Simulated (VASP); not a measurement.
# BN (I-4m2) in VASP: single point with HSE06

Aim: the single point of BN with HSE06.

All numbers are computed with VASP 6.6.1; they aren't measurements. Logs are shortened: lines on timing, memory, paths and dates and some standing lists are left out, and cuts for length are marked.

### Step 1. The cell of the first run

The structure is tetragonal, space group I-4m2 (No. 119). Conventional cell: a = 2.530 Å, b = 2.530 Å, c = 3.610 Å, α = 90.00°, β = 90.00°, γ = 90.00°. B (site symmetry -4m2) has 4 N at 1.55 Å within 2.1 Å. Within 2.1 Å of N (site symmetry -4m2) lie 4 B at 1.55 Å.

### Step 2. Single point, HSE06 (biaxial xy strain -0.9%)

Contents of POSCAR:

```
BN
1.0
    0.0000000000      1.7891234683      1.8048254497
    1.7891234683      0.0000000000      1.8048254497
    1.7891234683      1.7891234683      0.0000000000
B N
1 1
Direct
    0.0000000000      0.0000000000      0.0000000000
    0.2500000000      0.2500000000      0.2500000000
```

Contents of INCAR.step1:

```
SYSTEM = BN
  PREC = Accurate
  ENCUT = 520
  EDIFF = 1E-5
  ISMEAR = 0
  SIGMA = 0.01
  LREAL = .False.
  LASPH = .True.
  NELM = 80
  ALGO = Normal
  ISIF = 2
  LWAVE = .True.
  LCHARG = .False.
  NBANDS = 11
  GGA = PE
```

Contents of INCAR.step2:

```
SYSTEM = BN
  PREC = Accurate
  ENCUT = 520
  EDIFF = 1E-7
  ISMEAR = 0
  SIGMA = 0.01
  LREAL = .False.
  LASPH = .True.
  NELM = 80
  ALGO = Normal
  ISIF = 2
  LWAVE = .False.
  LCHARG = .False.
  GGA = PE
  LHFCALC = .True.
  HFSCREEN = 0.2079
  PRECFOCK = Normal
  NBANDS = 11
  ISTART = 1
```

Contents of KPOINTS:

```
regular mesh
0
Gamma
  8 8 8
  0 0 0
```

Potentials or basis: VASP PAW PBE potentials, release 64 (B, N).

Launch:

```bash
$ cat potpaw_PBE.64/B/POTCAR potpaw_PBE.64/N/POTCAR > POTCAR
$ cp INCAR.step1 INCAR
$ mpirun -np 1 vasp_std > vasp.out
$ cp INCAR.step2 INCAR
$ mpirun -np 1 vasp_std > vasp.out
```

OUTCAR:

```text
SYSTEM = BN
   PREC = Accurate
   ENCUT = 520
   EDIFF = 1E-7
   ISMEAR = 0
   LREAL = .False.
   LASPH = .True.
   NELM = 80
   ISIF = 2
   GGA = PE
   LHFCALC = .True.
   HFSCREEN = 0.2079
   PRECFOCK = Normal
   ISTART = 1

 ion  position               nearest neighbor table
   1  0.000  0.000  0.000-   2 1.55   2 1.55   2 1.55   2 1.55
   2  0.250  0.250  0.250-   1 1.55   1 1.55   1 1.55   1 1.55

  LATTYP: Found a body centered tetragonal cell.
 ALAT       =     2.5302026736
 C/A-ratio  =     1.4266252016

  Lattice vectors:

 A1 = (  -1.7891234683,   0.0000000000,   1.8048254497)
 A2 = (   1.7891234683,   0.0000000000,   1.8048254497)
 A3 = (   0.0000000000,   1.7891234683,  -1.8048254497)

Analysis of symmetry for initial positions (statically):
=====================================================================
 Subroutine PRICEL returns:
 Original cell was already a primitive cell.

 Routine SETGRP: Setting up the symmetry group for a
 body centered tetragonal supercell.

 Subroutine GETGRP returns: Found  8 space group operations
 (whereof  8 operations were pure point group operations)
 out of a pool of 16 trial point group operations.

The static configuration has the point symmetry D_2d.

Analysis of symmetry for dynamics (positions and initial velocities):
=====================================================================
 Subroutine PRICEL returns:
 Original cell was already a primitive cell.

 Routine SETGRP: Setting up the symmetry group for a
 body centered tetragonal supercell.

 Subroutine GETGRP returns: Found  8 space group operations
 (whereof  8 operations were pure point group operations)
 out of a pool of 16 trial point group operations.

The dynamic configuration has the point symmetry D_2d.

 Subroutine INISYM returns: Found  8 space group operations
 (whereof  8 operations are pure point group operations),
 and found     1 'primitive' translations

----------------------------------------------------------------------------------------

                                     Primitive cell

  volume of cell :      11.5544

  direct lattice vectors                    reciprocal lattice vectors
     0.000000000  1.789123468  1.804825450    -0.279466459  0.279466459  0.277035101
     1.789123468  0.000000000  1.804825450     0.279466459 -0.279466459  0.277035101
     1.789123468  1.789123468  0.000000000     0.279466459  0.279466459 -0.277035101

  length of vectors
     2.541329906  2.541329906  2.530202674     0.482650443  0.482650443  0.482650443

  position of ions in fractional coordinates (direct lattice)
     0.000000000  0.000000000  0.000000000
     0.250000000  0.250000000  0.250000000

  ion indices of the primitive-cell ions
   primitive index   ion index
                 1           1
                 2           2

----------------------------------------------------------------------------------------

 KPOINTS: regular mesh

Automatic generation of k-mesh.
 Grid dimensions read from file:
 generate k-points for:    8    8    8

 Generating k-lattice:

  Cartesian coordinates                     Fractional coordinates (reciprocal lattice)
    -0.034933307  0.034933307  0.034629388     0.125000000  0.000000000  0.000000000
     0.034933307 -0.034933307  0.034629388     0.000000000  0.125000000  0.000000000
     0.034933307  0.034933307 -0.034629388     0.000000000  0.000000000  0.125000000

  Length of vectors
     0.060331305  0.060331305  0.060331305

  Shift w.r.t. Gamma in fractional coordinates (k-lattice)
     0.000000000  0.000000000  0.000000000

 Subroutine IBZKPT returns following result:
 ===========================================

 Found     59 irreducible k-points:

 Following reciprocal coordinates:
            Coordinates               Weight
  0.000000  0.000000  0.000000      1.000000
  0.125000 -0.000000  0.000000      8.000000
  0.250000 -0.000000  0.000000      8.000000
  0.375000 -0.000000  0.000000      8.000000
  0.500000 -0.000000  0.000000      4.000000
  0.125000  0.125000  0.000000      2.000000
[... 16 lines left out ...]
  0.250000 -0.000000  0.125000     16.000000
  0.375000 -0.000000  0.125000     16.000000
 [... further k-points ...]
   k-points           NKPTS =     59   k-points in BZ     NKDIM =    512   number of bands    NBANDS=     11
   number of dos      NEDOS =    301   number of ions     NIONS =      2
   total plane-waves  NPLWV =   8000
   dimension x,y,z NGX =    20 NGY =   20 NGZ =   20
   dimension x,y,z NGXF=    40 NGYF=   40 NGZF=   40
   ions per type =               1   1
   NGX,Y,Z   is equivalent  to a cutoff of  13.08, 13.08, 13.14 a.u.
   NGXF,Y,Z  is equivalent  to a cutoff of  26.17, 26.17, 26.28 a.u.
 SYSTEM =  BN
   PREC   = accura    normal or accurate (medium, high low for compatibility)
   ISTART =      1    job   : 0-new  1-cont  2-samecut
   ICHARG =      0    charge: 1-file 2-atom 10-const
   ISPIN  =      1    spin polarized calculation?
   LNONCOLLINEAR =      F non collinear calculations
   LSORBIT =      F    spin-orbit coupling
   LASPH  =      T    aspherical Exc in radial PAW
   ENCUT  =  520.0 eV  38.22 Ry    6.18 a.u.   4.73  4.73  4.70*2*pi/ulx,y,z
   NELM   =     80;   NELMIN=  2; NELMDL=  0     # of ELM steps
   EDIFF  = 0.1E-06   stopping-criterion for ELM
   LREAL  =      F    real-space projection
   EDIFFG = 0.1E-05   stopping-criterion for IOM
   NSW    =      0    number of steps for IOM
   IBRION =     -1    ionic relax: 0-MD 1-quasi-New 2-CG
   NFREE  =      0    steps in history (QN), initial steepest desc. (CG)
   ISIF   =      2    stress and relaxation
   ISYM   =      3    0-nonsym 1-usesym 2-fastsym
   POTIM  = 0.5000    time-step for ionic-motion
   TEBEG  =    0.0;   TEEND  =   0.0 temperature during run
   PSTRESS=    0.0 pullay stress
   NELECT =       8.0000    total number of electrons
   NUPDOWN=      -1.0000    fix difference up-down
   EMIN   =  10.00;   EMAX   =-10.00  energy-range for DOS
   EFERMI =   0.00;   METHOD = LEGACY
   ISMEAR =     0;   SIGMA  =   0.01  broadening in eV -4-tet -1-fermi 0-gaus
   EFERMI_NEDOS =   21; number of points for ismear=-14 and -15
   IALGO  =     38    algorithm
   IMIX   =      1    mixing-type and parameters
     AMIX     =   0.40;   BMIX     =  1.00
     AMIX_MAG =   1.60;   BMIX_MAG =  1.00
  volume/ion in A,a.u.               =       5.78        38.99
  Fermi-wavevector in a.u.,A,eV,Ry     =   1.448292  2.736876 28.538908  2.097551
  Thomas-Fermi vector in A             =   2.566150
   LORBIT       =      0    0 simple, 1 ext, 2 COOP (PROOUT), +10 PAW based schemes
   GGA     = PE    functional components
   LHFCALC =     T    Hartree Fock is set to
   PRECFOCK=normal    Normal, Fast or Accurate (Low or Medium for compatibility)
   ENCUT4O =  -1.0   cutoff for four orbital integrals eV
   NKREDX  =     1    reduce k-point grid by
   NKREDY  =     1    reduce k-point grid by
   NKREDZ  =     1    reduce k-point grid by
   AEXX    =    0.2500 exact exchange contribution
   HFSCREEN=    0.2079 screening length (either q_TF or 0.3 A-1)
   HFSCREENC=   0.2079 screening length for correlation (either q_TF or 0.3 A-1)
   ENCUTFOCK=  -1.0 apply spherical cutoff to Coloumb kernel
   IVDW    =     0    specifies the selected vdW correction
   LEPSILON=     F    determine dielectric tensor
   LRPA    =     F    only Hartree local field effects (RPA)
 non-spin polarized calculation
 Gauss-broadening in eV      SIGMA  =   0.01
  energy-cutoff  :      520.00
  volume of cell :       11.55
 maximum number of plane-waves:       331
  NGX = 16; NGY = 16; NGZ = 16

 number of electron       7.9999998 magnetization

 Free energy of the ion-electron system (eV)
  ---------------------------------------------------
  ext. energy  EPLUGINS =         0.00000000
  ---------------------------------------------------
  free energy    TOTEN  =       -20.32634280 eV

  energy without entropy =      -20.32634280  energy(sigma->0) =      -20.32634280

 E-fermi :   6.9577     XC(G=0): -10.5719

 val. band max:        6.8424959860   @ k =   0.0000   0.0000   0.0000
 cond. band min:      12.5622235381   @ k =   0.5000   0.0000   0.5000
 fundamental gap:      5.7197275521
 Fermi energy:         6.9577148994

 k-point     1 :       0.0000    0.0000    0.0000
  band No.  band energies     occupation
      1     -15.5558      2.00000
      2       6.7519      2.00000
      3       6.8425      2.00000
      4       6.8425      2.00000
      5      17.4568      0.00000
      6      17.4568      0.00000
      7      17.5203      0.00000
      8      19.3193      0.00000
      9      33.9743      0.00000
     10      36.6051      0.00000
     11      37.0893      0.00000

 k-point     2 :       0.1250   -0.0000    0.0000
  band No.  band energies     occupation
      1     -15.1401      2.00000
      2       4.7585      2.00000
      3       6.3601      2.00000
      4       6.4354      2.00000
      5      17.8702      0.00000
      6      18.0897      0.00000
      7      18.1370      0.00000
      8      20.5907      0.00000
      9      33.2893      0.00000
     10      33.4792      0.00000
     11      33.7024      0.00000

 k-point     3 :       0.2500   -0.0000    0.0000
  band No.  band energies     occupation
      1     -13.9328      2.00000
      2       0.7613      2.00000
      3       5.5179      2.00000
      4       5.6255      2.00000
      5      18.3866      0.00000
      6      19.1368      0.00000
      7      19.1425      0.00000
      8      22.7676      0.00000
      9      32.3303      0.00000
     10      32.5612      0.00000
     11      32.5691      0.00000
[... 267 lines left out ...]
 k-point    23 :       0.2500   -0.0000    0.1250
  band No.  band energies     occupation
      1     -14.0521      2.00000
      2       2.1541      2.00000
      3       4.5967      2.00000
      4       5.2512      2.00000
      5      16.8795      0.00000
      6      20.1184      0.00000
      7      20.5768      0.00000
      8      21.7533      0.00000
      9      28.4566      0.00000
     10      35.4328      0.00000
     11      35.9823      0.00000

 k-point    24 :       0.3750   -0.0000    0.1250
  band No.  band energies     occupation
      1     -12.4338      2.00000
      2      -1.6707      2.00000
      3       3.9981      2.00000
      4       4.3459      2.00000
      5      17.5834      0.00000
      6      20.5150      0.00000
      7      21.0737      0.00000
      8      22.9894      0.00000
      9      29.7792      0.00000
     10      35.1450      0.00000
     11      36.5458      0.00000

 [... further k-points ...]

------------------------ aborting loop because EDIFF is reached ----------------------------------------

  FORCE on cell =-STRESS in cart. coord.  units (eV):
  Direction    XX          YY          ZZ          XY          YZ          ZX
  --------------------------------------------------------------------------------------
  -------------------------------------------------------------------------------------
  Total        0.3669015      0.3669015     -0.0531985      0.0000000     -0.0000000      0.0000000
  in kB       50.8761517     50.8761517     -7.3767357      0.0000000     -0.0000000      0.0000000
  external PRESSURE =      31.4585226 kB  Pullay stress =       0.0000000 kB

 VOLUME and BASIS-vectors are now :
 -----------------------------------------------------------------------------
  energy-cutoff  :      520.00
  volume of cell :       11.55
      direct lattice vectors                 reciprocal lattice vectors
     0.000000000  1.789123468  1.804825450    -0.279466459  0.279466459  0.277035101
     1.789123468  0.000000000  1.804825450     0.279466459 -0.279466459  0.277035101
     1.789123468  1.789123468  0.000000000     0.279466459  0.279466459 -0.277035101

 POSITION                                       TOTAL-FORCE (eV/Angst)
 -----------------------------------------------------------------------------------
      0.00000      0.00000      0.00000         0.000000      0.000000     -0.000000
      0.89456      0.89456      0.90241        -0.000000     -0.000000      0.000000
 -----------------------------------------------------------------------------------
    total drift:                               -0.000000     -0.000000      0.000001

  FREE ENERGIE OF THE ION-ELECTRON SYSTEM (eV)
  ---------------------------------------------------
  free  energy   TOTEN  =       -20.3263428016 eV

  energy  without entropy=      -20.3263428016  energy(sigma->0) =      -20.32634280
```

It took 44 min on 1 thread of Intel Xeon 8259CL, shared host; peak memory 0.24 GiB.

What came out:

```
Free energy            : -20.3263 eV
Pressure               : 3.1 GPa
Band gap on the k mesh : 5.72 eV (least direct gap 10.61 eV)
```

Stress tensor (GPa, compression positive):
```
 5.09  0.00  0.00
 0.00  5.09  0.00
 0.00  0.00 -0.74
```

Caveat: the cell differs from its parent crystal (biaxial xy strain -0.9%); the stress differs along the axes, from -1 to 5 GPa; the PAW data sets were made with another functional, which shifts forces and pressure a little.
